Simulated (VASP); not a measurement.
# CdTe (l) (F-43m) in VASP: a series of runs

The runs below take CdTe (l) through single point, relaxation of cell and atoms, with LDA.

Everything below comes from runs of VASP 6.6.1. Logs are shortened: lines on timing, memory, paths and dates and some standing lists are left out, and cuts for length are marked.

## (1) The cell of the first run

It takes space group F-43m (No. 216, cubic). The conventional cell has a = 6.409 Å, b = 6.409 Å, c = 6.409 Å, α = 90.00°, β = 90.00°, γ = 90.00°. Cd (site symmetry -43m) has 4 Te at 2.78 Å within 3.7 Å. Te (site symmetry -43m) has 4 Cd at 2.78 Å within 3.7 Å.

## (2) Single point, LDA

File INCAR:

```
ALGO = Normal
EDIFF = 1E-6
ENCUT = 500
GGA = CA
GGA_COMPAT = F
ISIF = 2
ISMEAR = 0
LASPH = T
LCHARG = F
LREAL = F
LWAVE = F
NBANDS = 16
NELM = 120
PREC = Accurate
SIGMA = 0.02
```

File KPOINTS:

```
k-points
0
Gamma
  10 10 10
```

File POSCAR:

```
CdTe
1.0
    0.0000000000      3.2045940487      3.2045940487
    3.2045940487      0.0000000000      3.2045940487
    3.2045940487      3.2045940487      0.0000000000
Cd Te
1 1
Direct
    0.0000000000      0.0000000000      0.0000000000
    0.2500000000      0.2500000000      0.2500000000
```

Potentials or basis: VASP PAW LDA potentials, release 64 (Cd, Te).

Started as:

```console
$ cat potpaw_LDA.64/Cd/POTCAR potpaw_LDA.64/Te/POTCAR > POTCAR
$ mpirun -np 1 vasp_std > vasp.out
```

OUTCAR:

```text
EDIFF = 1E-6
   ENCUT = 500
   GGA = CA
   ISIF = 2
   ISMEAR = 0
   LASPH = T
   LREAL = F
   NELM = 120
   PREC = Accurate

 ion  position               nearest neighbor table
   1  0.000  0.000  0.000-   2 2.78   2 2.78   2 2.78   2 2.78
   2  0.250  0.250  0.250-   1 2.78   1 2.78   1 2.78   1 2.78

  LATTYP: Found a face centered cubic cell.
 ALAT       =     6.4091880974

  Lattice vectors:

 A1 = (   0.0000000000,   3.2045940487,   3.2045940487)
 A2 = (   3.2045940487,   0.0000000000,   3.2045940487)
 A3 = (   3.2045940487,   3.2045940487,   0.0000000000)

Analysis of symmetry for initial positions (statically):
=====================================================================
 Subroutine PRICEL returns:
 Original cell was already a primitive cell.

 Routine SETGRP: Setting up the symmetry group for a
 face centered cubic supercell.

 Subroutine GETGRP returns: Found 24 space group operations
 (whereof 24 operations were pure point group operations)
 out of a pool of 48 trial point group operations.

The static configuration has the point symmetry T_d .

Analysis of symmetry for dynamics (positions and initial velocities):
=====================================================================
 Subroutine PRICEL returns:
 Original cell was already a primitive cell.

 Routine SETGRP: Setting up the symmetry group for a
 face centered cubic supercell.

 Subroutine GETGRP returns: Found 24 space group operations
 (whereof 24 operations were pure point group operations)
 out of a pool of 48 trial point group operations.

The dynamic configuration has the point symmetry T_d .

 Subroutine INISYM returns: Found 24 space group operations
 (whereof 24 operations are pure point group operations),
 and found     1 'primitive' translations

----------------------------------------------------------------------------------------

                                     Primitive cell

  volume of cell :      65.8187

  direct lattice vectors                    reciprocal lattice vectors
     0.000000000  3.204594049  3.204594049    -0.156026003  0.156026003  0.156026003
     3.204594049  0.000000000  3.204594049     0.156026003 -0.156026003  0.156026003
     3.204594049  3.204594049  0.000000000     0.156026003  0.156026003 -0.156026003

  length of vectors
     4.531980366  4.531980366  4.531980366     0.270244964  0.270244964  0.270244964

  position of ions in fractional coordinates (direct lattice)
     0.000000000  0.000000000  0.000000000
     0.250000000  0.250000000  0.250000000

  ion indices of the primitive-cell ions
   primitive index   ion index
                 1           1
                 2           2

----------------------------------------------------------------------------------------

 KPOINTS: k-points

Automatic generation of k-mesh.
 Grid dimensions read from file:
 generate k-points for:   10   10   10

 Generating k-lattice:

  Cartesian coordinates                     Fractional coordinates (reciprocal lattice)
    -0.015602600  0.015602600  0.015602600     0.100000000  0.000000000  0.000000000
     0.015602600 -0.015602600  0.015602600     0.000000000  0.100000000  0.000000000
     0.015602600  0.015602600 -0.015602600     0.000000000  0.000000000  0.100000000

  Length of vectors
     0.027024496  0.027024496  0.027024496

  Shift w.r.t. Gamma in fractional coordinates (k-lattice)
     0.000000000  0.000000000  0.000000000

 Subroutine IBZKPT returns following result:
 ===========================================

 Found     47 irreducible k-points:

 Following reciprocal coordinates:
            Coordinates               Weight
  0.000000  0.000000  0.000000      1.000000
  0.100000  0.000000  0.000000      8.000000
  0.200000  0.000000  0.000000      8.000000
  0.300000  0.000000  0.000000      8.000000
  0.400000  0.000000  0.000000      8.000000
  0.500000  0.000000  0.000000      4.000000
[... 16 lines left out ...]
  0.300000  0.300000  0.000000      6.000000
  0.400000  0.300000  0.000000     24.000000
 [... further k-points ...]
   k-points           NKPTS =     47   k-points in BZ     NKDIM =     47   number of bands    NBANDS=     16
   number of dos      NEDOS =    301   number of ions     NIONS =      2
   total plane-waves  NPLWV =  46656
   dimension x,y,z NGX =    36 NGY =   36 NGZ =   36
   dimension x,y,z NGXF=    72 NGYF=   72 NGZF=   72
   ions per type =               1   1
   NGX,Y,Z   is equivalent  to a cutoff of  13.21, 13.21, 13.21 a.u.
   NGXF,Y,Z  is equivalent  to a cutoff of  26.41, 26.41, 26.41 a.u.
 SYSTEM =  unknown system
   PREC   = accura    normal or accurate (medium, high low for compatibility)
   ISTART =      0    job   : 0-new  1-cont  2-samecut
   ICHARG =      2    charge: 1-file 2-atom 10-const
   ISPIN  =      1    spin polarized calculation?
   LNONCOLLINEAR =      F non collinear calculations
   LSORBIT =      F    spin-orbit coupling
   LASPH  =      T    aspherical Exc in radial PAW
   ENCUT  =  500.0 eV  36.75 Ry    6.06 a.u.   8.26  8.26  8.26*2*pi/ulx,y,z
   NELM   =    120;   NELMIN=  2; NELMDL= -5     # of ELM steps
   EDIFF  = 0.1E-05   stopping-criterion for ELM
   LREAL  =      F    real-space projection
   EDIFFG = 0.1E-04   stopping-criterion for IOM
   NSW    =      0    number of steps for IOM
   IBRION =     -1    ionic relax: 0-MD 1-quasi-New 2-CG
   NFREE  =      0    steps in history (QN), initial steepest desc. (CG)
   ISIF   =      2    stress and relaxation
   ISYM   =      2    0-nonsym 1-usesym 2-fastsym
   POTIM  = 0.5000    time-step for ionic-motion
   TEBEG  =    0.0;   TEEND  =   0.0 temperature during run
   PSTRESS=    0.0 pullay stress
   NELECT =      18.0000    total number of electrons
   NUPDOWN=      -1.0000    fix difference up-down
   EMIN   =  10.00;   EMAX   =-10.00  energy-range for DOS
   EFERMI =   0.00;   METHOD = LEGACY
   ISMEAR =     0;   SIGMA  =   0.02  broadening in eV -4-tet -1-fermi 0-gaus
   EFERMI_NEDOS =   21; number of points for ismear=-14 and -15
   IALGO  =     38    algorithm
   IMIX   =      4    mixing-type and parameters
     AMIX     =   0.40;   BMIX     =  1.00
     AMIX_MAG =   1.60;   BMIX_MAG =  1.00
  volume/ion in A,a.u.               =      32.91       222.08
  Fermi-wavevector in a.u.,A,eV,Ry     =   1.062631  2.008082 15.363501  1.129185
  Thomas-Fermi vector in A             =   2.198089
   LORBIT       =      0    0 simple, 1 ext, 2 COOP (PROOUT), +10 PAW based schemes
   GGA     = CA    functional components
   LHFCALC =     F    Hartree Fock is set to
   AEXX    =    0.0000 exact exchange contribution
   IVDW    =     0    specifies the selected vdW correction
   LEPSILON=     F    determine dielectric tensor
   LRPA    =     F    only Hartree local field effects (RPA)
 non-spin polarized calculation
 Gauss-broadening in eV      SIGMA  =   0.02
  energy-cutoff  :      500.00
  volume of cell :       65.82
 maximum number of plane-waves:      1695
 NGX is ok and might be reduce to    36
   NGX = 17   NGY = 17   NGZ = 17

 number of electron      17.9999996 magnetization

 Free energy of the ion-electron system (eV)
  ---------------------------------------------------
  ext. energy  EPLUGINS =         0.00000000
  ---------------------------------------------------
  free energy    TOTEN  =        -6.05186199 eV

  energy without entropy =       -6.05186199  energy(sigma->0) =       -6.05186199

 E-fermi :   2.5715     XC(G=0):  -9.0917

 val. band max:        2.4689022367   @ k =   0.0000   0.0000   0.0000
 cond. band min:       3.1239845113   @ k =   0.0000   0.0000   0.0000
 fundamental gap:      0.6550822746
 Fermi energy:         2.5715270415

 k-point     1 :       0.0000    0.0000    0.0000
  band No.  band energies     occupation
      1      -8.9690      2.00000
      2      -5.9434      2.00000
      3      -5.9434      2.00000
      4      -5.9434      2.00000
      5      -5.6535      2.00000
      6      -5.6535      2.00000
[... 8 lines left out ...]
     15      11.8635      0.00000
     16      11.8635      0.00000

 k-point     2 :       0.1000    0.0000    0.0000
  band No.  band energies     occupation
      1      -8.9274      2.00000
      2      -5.9353      2.00000
      3      -5.9353      2.00000
      4      -5.9145      2.00000
      5      -5.6543      2.00000
      6      -5.6543      2.00000
[... 8 lines left out ...]
     15      11.2199      0.00000
     16      11.2199      0.00000

 k-point     3 :       0.2000    0.0000    0.0000
  band No.  band energies     occupation
      1      -8.8177      2.00000
      2      -5.9151      2.00000
      3      -5.9151      2.00000
      4      -5.8181      2.00000
      5      -5.6551      2.00000
      6      -5.6551      2.00000
[... 8 lines left out ...]
     15      10.8215      0.00000
     16      10.8215      0.00000

 k-point     4 :       0.3000    0.0000    0.0000
  band No.  band energies     occupation
      1      -8.6818      2.00000
      2      -5.8930      2.00000
      3      -5.8930      2.00000
      4      -5.6526      2.00000
      5      -5.6526      2.00000
      6      -5.6383      2.00000
[... 8 lines left out ...]
     15      11.0785      0.00000
     16      11.0785      0.00000
[... 324 lines left out ...]
 k-point    22 :      -0.2000    0.2000    0.0000
  band No.  band energies     occupation
      1      -8.6363      2.00000
      2      -5.8819      2.00000
      3      -5.8696      2.00000
      4      -5.6741      2.00000
      5      -5.6659      2.00000
      6      -5.5629      2.00000
[... 8 lines left out ...]
     15      11.9754      0.00000
     16      12.6615      0.00000

 k-point    23 :       0.3000    0.3000    0.0000
  band No.  band energies     occupation
      1      -8.5899      2.00000
      2      -5.8287      2.00000
      3      -5.8287      2.00000
      4      -5.7629      2.00000
      5      -5.6316      2.00000
      6      -5.5454      2.00000
[... 8 lines left out ...]
     15      12.6020      0.00000
     16      13.9234      0.00000

 k-point    24 :       0.4000    0.3000    0.0000
  band No.  band energies     occupation
      1      -8.5061      2.00000
      2      -5.8172      2.00000
      3      -5.8058      2.00000
      4      -5.7459      2.00000
      5      -5.6286      2.00000
      6      -5.3919      2.00000
[... 8 lines left out ...]
     15      13.0078      0.00000
     16      14.1233      0.00000

 [... further k-points ...]

------------------------ aborting loop because EDIFF is reached ----------------------------------------

  FORCE on cell =-STRESS in cart. coord.  units (eV):
  Direction    XX          YY          ZZ          XY          YZ          ZX
  --------------------------------------------------------------------------------------
  -------------------------------------------------------------------------------------
  Total        0.1050925      0.1050925      0.1050925      0.0000000     -0.0000000      0.0000000
  in kB        2.5581936      2.5581936      2.5581936      0.0000000     -0.0000000      0.0000000
  external PRESSURE =       2.5581936 kB  Pullay stress =       0.0000000 kB

 VOLUME and BASIS-vectors are now :
 -----------------------------------------------------------------------------
  energy-cutoff  :      500.00
  volume of cell :       65.82
      direct lattice vectors                 reciprocal lattice vectors
     0.000000000  3.204594049  3.204594049    -0.156026003  0.156026003  0.156026003
     3.204594049  0.000000000  3.204594049     0.156026003 -0.156026003  0.156026003
     3.204594049  3.204594049  0.000000000     0.156026003  0.156026003 -0.156026003

 POSITION                                       TOTAL-FORCE (eV/Angst)
 -----------------------------------------------------------------------------------
      0.00000      0.00000      0.00000        -0.000000     -0.000000     -0.000000
      1.60230      1.60230      1.60230         0.000000      0.000000      0.000000
 -----------------------------------------------------------------------------------
    total drift:                                0.000000      0.000000      0.000000

  FREE ENERGIE OF THE ION-ELECTRON SYSTEM (eV)
  ---------------------------------------------------
  free  energy   TOTEN  =        -6.0518619866 eV

  energy  without entropy=       -6.0518619866  energy(sigma->0) =       -6.05186199
```

It took 69 s on 1 thread of Intel Xeon 8259CL, shared host; peak memory 0.2 GiB.

What came out:

```yaml
Free_energy: -6.0519 eV
Pressure: 0.3 GPa
Band_gap_on_the_k_mesh: 0.66 eV, direct
```

Levels at points of the mesh, in eV from the valence-band top:
```tsv
k point	band 5	band 6	band 7	band 8	band 9	band 10	band 11	band 12	band 13	band 14
(0.00, 0.00, 0.00)	-8.12	-8.12	0.00	0.00	0.00	0.66	4.48	4.48	4.48	7.26
(0.50, 0.00, 0.00)	-8.11	-7.75	-4.69	-0.84	-0.84	1.69	5.08	5.08	6.88	8.58
(0.50, 0.50, 0.00)	-8.09	-7.60	-4.54	-2.01	-2.01	2.37	2.54	8.82	9.16	9.16
```

Caveat: spin-orbit coupling is left out, which moves the levels of the heavy elements. Expect the measured gap to be larger: semilocal functionals such as LDA lack the derivative discontinuity.

## (3) Relaxation of cell and atoms, LDA

This run uses another cell than the first one, of 35.36 Å³/atom, 1.074 times its volume.

File INCAR:

```
SYSTEM = CdTe
PREC     = Accurate       ! precision mode
ENCUT    = 500            ! plane-wave cutoff, eV
EDIFF    = 1E-7           ! SCF threshold, eV
ISMEAR   = 0              ! smearing method
SIGMA    = 0.02           ! smearing width, eV
LREAL    = .False.        ! projectors in reciprocal space
LASPH    = .True.         ! aspherical terms in the spheres
NELM     = 120            ! most SCF steps
ALGO     = Normal         ! electronic algorithm
ISIF     = 3              ! what is computed and relaxed
LWAVE    = .False.        ! write WAVECAR
LCHARG   = .False.        ! write CHGCAR
IBRION   = 2              ! ionic algorithm
NSW      = 100            ! ionic steps
EDIFFG   = -0.002         ! ionic threshold
GGA_COMPAT= .False.      
NELMIN   = 4
```

File KPOINTS:

```
regular mesh
0
Gamma
  10 10 10
  0 0 0
```

File POSCAR:

```
CdTe
1.0
    0.0000000000      3.2821135600      3.2821135600
    3.2821135600      0.0000000000      3.2821135600
    3.2821135600      3.2821135600      0.0000000000
Cd Te
1 1
Direct
    0.0000000000      0.0000000000      0.0000000000
    0.2500000000      0.2500000000      0.2500000000
```

Potentials or basis: VASP PAW LDA potentials, release 64 (Cd, Te).

Started as:

```console
$ cat potpaw_LDA.64/Cd/POTCAR potpaw_LDA.64/Te/POTCAR > POTCAR
$ mpirun -np 1 vasp_std > vasp.out
```

Wall time 2.4 min (1 thread of Intel Xeon 8259CL, shared host); peak memory 0.21 GiB.

It converged, with:

```yaml
Free_energy: -6.0523 eV
Relaxed_volume: 33.09 Å³/atom
Relaxed_cell: a = 4.540 Å, b = 4.540 Å, c = 4.540 Å, α = 60.00°, β = 60.00°, γ = 60.00°
Space_group_after_relaxing_to_0.05_Å: F-43m (No. 216)
Energy_gained_by_relaxing: 19.5 meV/atom
Ionic_steps: 3
Pressure_after_relaxing: 0.0 GPa
Band_gap_on_the_k_mesh: 0.64 eV, direct
```

Step by step:
```tsv
step	energy change (eV)	largest force (eV/Å)	pressure (GPa)	volume (Å³)
1	0.0000	0.0000	-2.60	70.71
2	-0.0359	0.0000	0.87	64.99
3	-0.0391	0.0000	0.00	66.18
```

Final structure:
```
CELL_PARAMETERS angstrom
0.00000 3.21048 3.21048
3.21048 0.00000 3.21048
3.21048 3.21048 0.00000
ATOMIC_POSITIONS crystal
Cd 0.00000 0.00000 0.00000
Te 0.25000 0.25000 0.25000
```

Levels at points of the mesh, in eV from the valence-band top:
```tsv
k point	band 5	band 6	band 7	band 8	band 9	band 10	band 11	band 12	band 13
(0.00, 0.00, 0.00)	-8.11	-8.11	0.00	0.00	0.00	0.64	4.48	4.48	4.48
(0.50, 0.00, 0.00)	-8.10	-7.74	-4.66	-0.83	-0.83	1.69	5.08	5.08	6.88
(0.50, 0.50, 0.00)	-8.07	-7.59	-4.52	-1.99	-1.99	2.38	2.55	8.79	9.13
```

Caveat: spin-orbit coupling is left out, which moves the levels of the heavy elements.
